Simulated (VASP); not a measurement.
# Pd (P6_3/mmc) in VASP: notebook

Pd is run at these levels: PBE0, PBEsol-based screened hybrid with 25 % exact exchange, HF; tasks: single point.

Everything below comes from runs of VASP 6.6.1. Logs are shortened: lines on timing, memory, paths and dates and some standing lists are left out, and cuts for length are marked.

## Step 1: The cell of the first run

It takes space group P6_3/mmc (No. 194, hexagonal). The conventional cell has a = 2.720 Å, b = 2.720 Å, c = 4.630 Å, α = 90.00°, β = 90.00°, γ = 120.00°. Within 3.6 Å of Pd (site symmetry -6m2) lie 12 Pd at 2.72 to 2.80 Å.

This isn't the form of Pd at room conditions, which is fcc.

## Step 2: Single point, PBE0

File POSCAR:

```
Pd
1.0
    2.7195744502      0.0000000000      0.0000000000
   -1.3597872251      2.3552205613      0.0000000000
    0.0000000000      0.0000000000      4.6302472516
Pd
2
Direct
    0.3333333333      0.6666666667      0.2500000000
    0.6666666667      0.3333333333      0.7500000000
```

File INCAR.step1:

```
SYSTEM = Pd
PREC = Accurate
ENCUT = 400
EDIFF = 1E-5
ISMEAR = -1
SIGMA = 0.05
LREAL = .FALSE.
LASPH = .TRUE.
NELM = 120
ALGO = Normal
ISIF = 2
LWAVE = .TRUE.
LCHARG = .FALSE.
GGA = PE
NBANDS = 17
GGA_COMPAT = .FALSE.
```

File INCAR.step2:

```
SYSTEM = Pd
PREC = Accurate
ENCUT = 400
EDIFF = 1E-6
ISMEAR = -1
SIGMA = 0.05
LREAL = .FALSE.
LASPH = .TRUE.
NELM = 120
ALGO = Normal
ISIF = 2
LWAVE = .FALSE.
LCHARG = .FALSE.
GGA = PE
LHFCALC = .TRUE.
AEXX = 0.25
PRECFOCK = Normal
ISTART = 1
NBANDS = 17
GGA_COMPAT = .FALSE.
```

File KPOINTS:

```
Automatic mesh
0
G
  6 6 3
  0 0 0
```

Potentials or basis: VASP PAW PBE potentials, release 64 (Pd).

Command:

```bash
cat potpaw_PBE.64/Pd/POTCAR > POTCAR
cp INCAR.step1 INCAR
mpirun -np 1 vasp_std > vasp.out
cp INCAR.step2 INCAR
mpirun -np 1 vasp_std > vasp.out
```

OUTCAR:

```text
SYSTEM = Pd
   PREC = Accurate
   ENCUT = 400
   EDIFF = 1E-6
   ISMEAR = -1
   LREAL = .FALSE.
   LASPH = .TRUE.
   NELM = 120
   ISIF = 2
   GGA = PE
   LHFCALC = .TRUE.
   AEXX = 0.25
   PRECFOCK = Normal
   ISTART = 1

 ion  position               nearest neighbor table
   1  0.333  0.667  0.250-   2 2.80   2 2.80   2 2.80   2 2.80   2 2.80   2 2.80
   2  0.667  0.333  0.750-   1 2.80   1 2.80   1 2.80   1 2.80   1 2.80   1 2.80

  LATTYP: Found a hexagonal cell.
 ALAT       =     2.7195744502
 C/A-ratio  =     1.7025631533

  Lattice vectors:

 A1 = (   2.7195744502,   0.0000000000,   0.0000000000)
 A2 = (  -1.3597872251,   2.3552205613,   0.0000000000)
 A3 = (   0.0000000000,   0.0000000000,   4.6302472516)

Analysis of symmetry for initial positions (statically):
=====================================================================
 Subroutine PRICEL returns:
 Original cell was already a primitive cell.

 Routine SETGRP: Setting up the symmetry group for a
 hexagonal supercell.

 Subroutine GETGRP returns: Found 24 space group operations
 (whereof 12 operations were pure point group operations)
 out of a pool of 24 trial point group operations.

The static configuration has the point symmetry D_3d.
 The point group associated with its full space group is D_6h.

Analysis of symmetry for dynamics (positions and initial velocities):
=====================================================================
 Subroutine PRICEL returns:
 Original cell was already a primitive cell.

 Routine SETGRP: Setting up the symmetry group for a
 hexagonal supercell.

 Subroutine GETGRP returns: Found 24 space group operations
 (whereof 12 operations were pure point group operations)
 out of a pool of 24 trial point group operations.

The dynamic configuration has the point symmetry D_3d.
 The point group associated with its full space group is D_6h.

 Subroutine INISYM returns: Found 24 space group operations
 (whereof 12 operations are pure point group operations),
 and found     1 'primitive' translations

----------------------------------------------------------------------------------------

                                     Primitive cell

  volume of cell :      29.6576

  direct lattice vectors                    reciprocal lattice vectors
     2.719574450  0.000000000  0.000000000     0.367704587  0.212294342  0.000000000
    -1.359787225  2.355220561  0.000000000     0.000000000  0.424588685  0.000000000
     0.000000000  0.000000000  4.630247252     0.000000000  0.000000000  0.215971188

  length of vectors
     2.719574450  2.719574450  4.630247252     0.424588685  0.424588685  0.215971188

  position of ions in fractional coordinates (direct lattice)
     0.333333333  0.666666667  0.250000000
     0.666666667  0.333333333  0.750000000

  ion indices of the primitive-cell ions
   primitive index   ion index
                 1           1
                 2           2

----------------------------------------------------------------------------------------

 KPOINTS: Automatic mesh

Automatic generation of k-mesh.
 Grid dimensions read from file:
 generate k-points for:    6    6    3

 Generating k-lattice:

  Cartesian coordinates                     Fractional coordinates (reciprocal lattice)
     0.061284098  0.035382390  0.000000000     0.166666667  0.000000000  0.000000000
     0.000000000  0.070764781  0.000000000     0.000000000  0.166666667  0.000000000
     0.000000000  0.000000000  0.071990396     0.000000000  0.000000000  0.333333333

  Length of vectors
     0.070764781  0.070764781  0.071990396

  Shift w.r.t. Gamma in fractional coordinates (k-lattice)
     0.000000000  0.000000000  0.000000000

 Subroutine IBZKPT returns following result:
 ===========================================

 Found     14 irreducible k-points:

 Following reciprocal coordinates:
            Coordinates               Weight
  0.000000  0.000000  0.000000      1.000000
  0.166667  0.000000  0.000000      6.000000
  0.333333 -0.000000  0.000000      6.000000
  0.500000  0.000000  0.000000      3.000000
  0.166667  0.166667  0.000000      6.000000
  0.333333  0.166667  0.000000     12.000000
  0.333333  0.333333  0.000000      2.000000
  0.000000  0.000000  0.333333      2.000000
  0.166667  0.000000  0.333333     12.000000
  0.333333 -0.000000  0.333333     12.000000
  0.500000  0.000000  0.333333      6.000000
  0.166667  0.166667  0.333333     12.000000
  0.333333  0.166667  0.333333     24.000000
  0.333333  0.333333  0.333333      4.000000
   k-points           NKPTS =     14   k-points in BZ     NKDIM =    108   number of bands    NBANDS=     17
   number of dos      NEDOS =    301   number of ions     NIONS =      2
   total plane-waves  NPLWV =   9720
   dimension x,y,z NGX =    18 NGY =   18 NGZ =   30
   dimension x,y,z NGXF=    36 NGYF=   36 NGZF=   60
   ions per type =               2
   NGX,Y,Z   is equivalent  to a cutoff of  11.00, 11.00, 10.77 a.u.
   NGXF,Y,Z  is equivalent  to a cutoff of  22.01, 22.01, 21.54 a.u.
 SYSTEM =  Pd
   PREC   = accura    normal or accurate (medium, high low for compatibility)
   ISTART =      1    job   : 0-new  1-cont  2-samecut
   ICHARG =      0    charge: 1-file 2-atom 10-const
   ISPIN  =      1    spin polarized calculation?
   LNONCOLLINEAR =      F non collinear calculations
   LSORBIT =      F    spin-orbit coupling
   LASPH  =      T    aspherical Exc in radial PAW
   ENCUT  =  400.0 eV  29.40 Ry    5.42 a.u.   4.43  4.43  7.55*2*pi/ulx,y,z
   NELM   =    120;   NELMIN=  2; NELMDL=  0     # of ELM steps
   EDIFF  = 0.1E-05   stopping-criterion for ELM
   LREAL  =      F    real-space projection
   EDIFFG = 0.1E-04   stopping-criterion for IOM
   NSW    =      0    number of steps for IOM
   IBRION =     -1    ionic relax: 0-MD 1-quasi-New 2-CG
   NFREE  =      0    steps in history (QN), initial steepest desc. (CG)
   ISIF   =      2    stress and relaxation
   ISYM   =      3    0-nonsym 1-usesym 2-fastsym
   POTIM  = 0.5000    time-step for ionic-motion
   TEBEG  =    0.0;   TEEND  =   0.0 temperature during run
   PSTRESS=    0.0 pullay stress
   NELECT =      20.0000    total number of electrons
   NUPDOWN=      -1.0000    fix difference up-down
   EMIN   =  10.00;   EMAX   =-10.00  energy-range for DOS
   EFERMI =   0.00;   METHOD = LEGACY
   ISMEAR =    -1;   SIGMA  =   0.05  broadening in eV -4-tet -1-fermi 0-gaus
   EFERMI_NEDOS =   21; number of points for ismear=-14 and -15
   IALGO  =     38    algorithm
   IMIX   =      1    mixing-type and parameters
     AMIX     =   0.40;   BMIX     =  1.00
     AMIX_MAG =   1.60;   BMIX_MAG =  1.00
  volume/ion in A,a.u.               =      14.83       100.07
  Fermi-wavevector in a.u.,A,eV,Ry     =   1.435619  2.712927 28.041641  2.061002
  Thomas-Fermi vector in A             =   2.554898
   LORBIT       =      0    0 simple, 1 ext, 2 COOP (PROOUT), +10 PAW based schemes
   GGA     = PE    functional components
   LHFCALC =     T    Hartree Fock is set to
   PRECFOCK=normal    Normal, Fast or Accurate (Low or Medium for compatibility)
   ENCUT4O =  -1.0   cutoff for four orbital integrals eV
   NKREDX  =     1    reduce k-point grid by
   NKREDY  =     1    reduce k-point grid by
   NKREDZ  =     1    reduce k-point grid by
   AEXX    =    0.2500 exact exchange contribution
   HFSCREEN=    0.0000 screening length (either q_TF or 0.3 A-1)
   HFSCREENC=   0.0000 screening length for correlation (either q_TF or 0.3 A-1)
   ENCUTFOCK=  -1.0 apply spherical cutoff to Coloumb kernel
   IVDW    =     0    specifies the selected vdW correction
   LEPSILON=     F    determine dielectric tensor
   LRPA    =     F    only Hartree local field effects (RPA)
 non-spin polarized calculation
  energy-cutoff  :      400.00
  volume of cell :       29.66
 maximum number of plane-waves:       549
 NGX is ok and might be reduce to    18
  NGX = 14; NGY = 14; NGZ = 24

 number of electron      20.0000010 magnetization

 Free energy of the ion-electron system (eV)
  ---------------------------------------------------
  ext. energy  EPLUGINS =         0.00000000
  ---------------------------------------------------
  free energy    TOTEN  =       -13.05071679 eV

  energy without entropy =      -13.04681012  energy(sigma->0) =      -13.04876346

 E-fermi :   9.1021     XC(G=0): -10.2865

 val. band max:        8.5743247640   @ k =   0.3333   0.1667   0.0000
 cond. band min:       9.2475956665   @ k =   0.1667   0.1667   0.3333
 fundamental gap:      0.6732709025
 Fermi energy:         9.1020641057

 k-point     1 :       0.0000    0.0000    0.0000
  band No.  band energies     occupation
      1       1.1088      2.00000
      2       2.6578      2.00000
      3       4.9490      2.00000
      4       5.2771      2.00000
      5       5.2771      2.00000
      6       5.6331      2.00000
[... 9 lines left out ...]
     16      30.6688      0.00000
     17      34.0714      0.00000

 k-point     2 :       0.1667    0.0000    0.0000
  band No.  band energies     occupation
      1       2.0810      2.00000
      2       3.2528      2.00000
      3       4.6752      2.00000
      4       5.2786      2.00000
      5       5.4544      2.00000
      6       5.7999      2.00000
[... 9 lines left out ...]
     16      30.3439      0.00000
     17      30.3754      0.00000

 k-point     3 :       0.3333   -0.0000    0.0000
  band No.  band energies     occupation
      1       2.9813      2.00000
      2       3.3259      2.00000
      3       3.7367      2.00000
      4       5.4890      2.00000
      5       5.5362      2.00000
      6       5.7101      2.00000
[... 192 lines left out ...]
 k-point    13 :       0.3333    0.1667    0.3333
  band No.  band energies     occupation
      1       3.0815      2.00000
      2       3.6129      2.00000
      3       3.9059      2.00000
      4       4.4837      2.00000
      5       5.1527      2.00000
      6       6.3514      2.00000
[... 9 lines left out ...]
     16      25.8739      0.00000
     17      25.9871      0.00000

 k-point    14 :       0.3333    0.3333    0.3333
  band No.  band energies     occupation
      1       3.8658      2.00000
      2       3.9667      2.00000
      3       3.9667      2.00000
      4       4.6697      2.00000
      5       5.3152      2.00000
      6       5.3152      2.00000
[... 9 lines left out ...]
     16      21.0985      0.00000
     17      29.0560      0.00000

------------------------ aborting loop because EDIFF is reached ----------------------------------------

  FORCE on cell =-STRESS in cart. coord.  units (eV):
  Direction    XX          YY          ZZ          XY          YZ          ZX
  --------------------------------------------------------------------------------------
  -------------------------------------------------------------------------------------
  Total       -0.0746684     -0.0746684     -0.0598072     -0.0000000      0.0000000      0.0000000
  in kB       -4.0337658     -4.0337658     -3.2309301     -0.0000000      0.0000000      0.0000000
  external PRESSURE =      -3.7661539 kB  Pullay stress =       0.0000000 kB

 VOLUME and BASIS-vectors are now :
 -----------------------------------------------------------------------------
  energy-cutoff  :      400.00
  volume of cell :       29.66
      direct lattice vectors                 reciprocal lattice vectors
     2.719574450  0.000000000  0.000000000     0.367704587  0.212294342  0.000000000
    -1.359787225  2.355220561  0.000000000     0.000000000  0.424588685  0.000000000
     0.000000000  0.000000000  4.630247252     0.000000000  0.000000000  0.215971188

 POSITION                                       TOTAL-FORCE (eV/Angst)
 -----------------------------------------------------------------------------------
     -0.00000      1.57015      1.15756        -0.000000      0.000000     -0.000000
      1.35979      0.78507      3.47269         0.000000      0.000000      0.000000
 -----------------------------------------------------------------------------------
    total drift:                               -0.000000      0.000000      0.000000

  FREE ENERGIE OF THE ION-ELECTRON SYSTEM (eV)
  ---------------------------------------------------
  free  energy   TOTEN  =       -13.0507167908 eV

  energy  without entropy=      -13.0468101237  energy(sigma->0) =      -13.04876346
```

Wall time 20 min (1 thread of Intel Xeon 8259CL, shared host); peak memory 0.14 GiB.

Results:

| Item | Value |
| --- | --- |
| Free energy | -13.0507 eV |
| Pressure | -0.4 GPa |
| Band gap on the k mesh | zero (bands 10 and 11 overlap by 1.71 eV) |

Levels at points of the mesh, in eV from the Fermi level:
```
           k point  band 7  band 8  band 9  band 10  band 11  band 12  band 13  band 14
(0.00, 0.00, 0.00)   -3.47   -2.67   -2.67    -1.10    -1.10     1.48     8.31    19.11
(0.50, 0.00, 0.00)   -2.30   -0.96    0.24     0.41     3.55     5.90    11.38    11.48
```

Caveat: the k points lie up to 0.45 Å⁻¹ apart, too coarse for converged energies and pressures of a metal; the PAW data sets were made with another functional, which shifts forces and pressure a little.

## Step 3: Single point, PBEsol-based screened hybrid with 25 % exact exchange

This run uses another cell than the first one, of 14.35 Å³/atom.

File POSCAR:

```
Pd
1.0
    2.6830312938      0.0000000000      0.0000000000
   -1.3415156469      2.3235732596      0.0000000000
    0.0000000000      0.0000000000      4.6024022688
Pd
2
Direct
    0.3333333333      0.6666666667      0.2500000000
    0.6666666667      0.3333333333      0.7500000000
```

File INCAR.step1:

```
PREC     = Accurate       # precision mode
ENCUT    = 520            # plane-wave cutoff, eV
EDIFF    = 1E-5           # SCF threshold, eV
ISMEAR   = -1             # smearing method
SIGMA    = 0.05           # smearing width, eV
LREAL    = F              # projectors in reciprocal space
LASPH    = T              # aspherical terms in the spheres
NELM     = 80             # most SCF steps
ALGO     = Normal         # electronic algorithm
ISIF     = 2              # what is computed and relaxed
LWAVE    = T              # write WAVECAR
LCHARG   = F              # write CHGCAR
GGA      = PE             # functional
NBANDS   = 17             # bands
```

File INCAR.step2:

```
PREC     = Accurate       # precision mode
ENCUT    = 520            # plane-wave cutoff, eV
EDIFF    = 1E-7           # SCF threshold, eV
ISMEAR   = -1             # smearing method
SIGMA    = 0.05           # smearing width, eV
LREAL    = F              # projectors in reciprocal space
LASPH    = T              # aspherical terms in the spheres
NELM     = 80             # most SCF steps
ALGO     = Normal         # electronic algorithm
ISIF     = 2              # what is computed and relaxed
LWAVE    = F              # write WAVECAR
LCHARG   = F              # write CHGCAR
GGA      = PS             # functional
LHFCALC  = T              # exact exchange
AEXX     = 0.25           # exact-exchange fraction
HFSCREEN = 0.207          # screening, 1/A
PRECFOCK = Normal       
ISTART   = 1            
NBANDS   = 17             # bands
```

File KPOINTS:

```
Automatic mesh
0
Gamma
  6 6 3
```

Potentials or basis: VASP PAW PBE potentials, release 64 (Pd).

Command:

```bash
cat potpaw_PBE.64/Pd/POTCAR > POTCAR
cp INCAR.step1 INCAR
mpirun -np 1 vasp_std > vasp.out
cp INCAR.step2 INCAR
mpirun -np 1 vasp_std > vasp.out
```

Wall time 33 min (1 thread of Intel Xeon Platinum 8259CL at 2.50GHz (Skylake/Cascade Lake), shared host); peak memory 0.25 GiB.

Results (log left out):

* Free energy: -13.0166 eV
* Pressure: 0.4 GPa
* Band gap on the k mesh: zero (bands 10 and 11 overlap by 1.20 eV)

Stress tensor (GPa, compression positive):
```
0.50 0.00 0.00
0.00 0.50 0.00
0.00 0.00 0.33
```

Levels at points of the mesh, in eV from the Fermi level:
| k point | band 8 | band 9 | band 10 | band 11 | band 12 | band 13 | band 14 | band 15 |
| --- | --- | --- | --- | --- | --- | --- | --- | --- |
| (0.00, 0.00, 0.00) | -2.19 | -2.19 | -0.61 | -0.61 | 1.10 | 8.17 | 18.96 | 19.96 |
| (0.50, 0.00, 0.00) | -0.46 | 0.18 | 0.36 | 3.41 | 5.78 | 11.28 | 11.32 | 14.98 |

Caveat: the k points lie up to 0.46 Å⁻¹ apart, too coarse for converged energies and pressures of a metal; the PAW data sets were made with another functional, which shifts forces and pressure a little.

## Step 4: Single point, HF

This run uses another cell than the first one, of 18.42 Å³/atom.

File POSCAR:

```
Pd
1.0
    2.9083661246      0.0000000000      0.0000000000
   -1.4541830623      2.5187189474      0.0000000000
    0.0000000000      0.0000000000      5.0278506693
Pd
2
Direct
    0.3333333333      0.6666666667      0.2500000000
    0.6666666667      0.3333333333      0.7500000000
```

File INCAR.step1:

```
SYSTEM = Pd
PREC     = Accurate       ! precision mode
ENCUT    = 520            ! plane-wave cutoff, eV
EDIFF    = 1E-5           ! SCF threshold, eV
ISMEAR   = -1             ! smearing method
SIGMA    = 0.05           ! smearing width, eV
LREAL    = .False.        ! projectors in reciprocal space
LASPH    = .True.         ! aspherical terms in the spheres
NELM     = 80             ! most SCF steps
ALGO     = Normal         ! electronic algorithm
ISIF     = 2              ! what is computed and relaxed
LWAVE    = .True.         ! write WAVECAR
LCHARG   = .False.        ! write CHGCAR
NBANDS   = 17             ! bands
GGA      = PE             ! functional
```

File INCAR.step2:

```
SYSTEM = Pd
PREC     = Accurate       ! precision mode
ENCUT    = 520            ! plane-wave cutoff, eV
EDIFF    = 1E-6           ! SCF threshold, eV
ISMEAR   = -1             ! smearing method
SIGMA    = 0.05           ! smearing width, eV
LREAL    = .False.        ! projectors in reciprocal space
LASPH    = .True.         ! aspherical terms in the spheres
NELM     = 80             ! most SCF steps
ALGO     = Normal         ! electronic algorithm
ISIF     = 2              ! what is computed and relaxed
LWAVE    = .False.        ! write WAVECAR
LCHARG   = .False.        ! write CHGCAR
GGA      = PE             ! functional
LHFCALC  = .True.         ! exact exchange
AEXX     = 1.0            ! exact-exchange fraction
ALDAC    = 0.0          
AGGAC    = 0.0          
PRECFOCK = Normal       
NBANDS   = 17             ! bands
ISTART   = 1
```

File KPOINTS:

```
regular mesh
0
Gamma
  6 6 3
  0 0 0
```

Command:

```bash
cat potpaw_PBE.64/Pd/POTCAR > POTCAR
cp INCAR.step1 INCAR
mpirun -np 1 vasp_std > vasp.out
cp INCAR.step2 INCAR
mpirun -np 1 vasp_std > vasp.out
```

It took 50 min on 1 thread of Intel Xeon Platinum 8488C (Sapphire Rapids), shared host; peak memory 0.17 GiB.

The run converged. Its results:

| Item | Value |
| --- | --- |
| Free energy | -19.1784 eV |
| Pressure | -0.9 GPa |
| Band gap on the k mesh | zero (bands 10 and 11 overlap by 4.49 eV) |

Stress tensor (GPa, compression positive):
```
-2.87  0.00  0.00
 0.00 -2.87  0.00
 0.00  0.00  3.11
```

Levels at points of the mesh, in eV from the Fermi level:
```csv
k point,band 7,band 8,band 9,band 10,band 11,band 12,band 13,band 14
"(0.00, 0.00, 0.00)",-3.21,-2.92,-2.92,-1.50,-1.50,8.05,13.73,25.80
"(0.50, 0.00, 0.00)",-1.83,-1.51,2.73,2.79,9.43,11.92,17.40,17.45
```

Caveat: the k points lie up to 0.42 Å⁻¹ apart, too coarse for converged energies and pressures of a metal; the PAW data sets were made with another functional, which shifts forces and pressure a little.

## Step 5: Overview

```csv
level,cell,cutoff (eV),share of exact exchange,screening parameter,gap on the mesh (eV),pressure (GPa)
PBE0,"a = 2.720, b = 2.720, c = 4.630 Å, angles 90.0, 90.0, 120.0°, 2 atoms",400,0.25,-,none,-0.4
PBEsol-based screened hybrid with 25 % exact exchange,"a = 2.683, b = 2.683, c = 4.602 Å, angles 90.0, 90.0, 120.0°, 2 atoms",520,0.25,0.207 1/Å,none,0.4
HF,"a = 2.908, b = 2.908, c = 5.028 Å, angles 90.0, 90.0, 120.0°, 2 atoms",520,1,-,none,-0.9
```

Alike in all rows: task single point; potentials or basis VASP PAW PBE potentials, release 64 (Pd); no spin polarisation; k mesh 6 × 6 × 3; smearing fermi-dirac 0.05 eV.

Caveats: all runs use coarse meshes; the PAW data sets were made with another functional, which shifts forces and pressure a little.

Absolute energies hang on the potentials; compare differences alone.
